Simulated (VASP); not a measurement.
**WC: single point with PBE**

The system is WC.

```
W C
1.0
     2.90650    0.00000    0.00000
    -1.45325    2.51710    0.00000
     0.00000    0.00000    2.83660
W C
1 1
Direct
  0.00000 0.00000 0.00000
  0.66667 0.33333 0.50000
```

```yaml
Program: VASP 6.6.1
Task: single point
Functional: PBE
Potentials_or_basis: VASP PAW PBE potentials, release 64 (W_sv, C_h)
Cutoff: 1300 eV
k_mesh: 10 × 10 × 9
Occupations: gaussian, width 0.05 eV
Spin: no spin polarisation
Dipole_correction: no
Further_INCAR_settings: ALGO = Normal; EDIFF = 1e-06; NBANDS = 16
```

| Item | Value |
| --- | --- |
| Pressure | 6.7 GPa |
| Band gap on the k mesh | zero (bands 9 and 10 overlap by 1.19 eV) |

Stress tensor (GPa, compression positive):
```
6.94 0.00 0.00
0.00 6.94 0.00
0.00 0.00 6.30
```

Levels at points of the mesh, in eV from the Fermi level:
| k point | band 5 | band 6 | band 7 | band 8 | band 9 | band 10 | band 11 | band 12 | band 13 | band 14 |
| --- | --- | --- | --- | --- | --- | --- | --- | --- | --- | --- |
| (0.00, 0.00, 0.00) | -14.46 | -4.32 | -3.34 | -3.34 | 0.07 | 3.23 | 3.23 | 5.61 | 5.61 | 6.38 |
| (0.50, 0.00, 0.00) | -11.12 | -7.04 | -3.63 | -3.58 | -0.48 | 2.34 | 4.53 | 4.88 | 6.85 | 9.66 |

It took 66 s on 1 thread of Intel(R) Xeon(R) Platinum 8259CL CPU @ 2.50GHz (Skylake/Cascade Lake), with other jobs on the host, peak memory 0.28 GiB.

Caveat: the cell stands under pressure; spin-orbit coupling is left out, which moves the levels of the heavy elements.
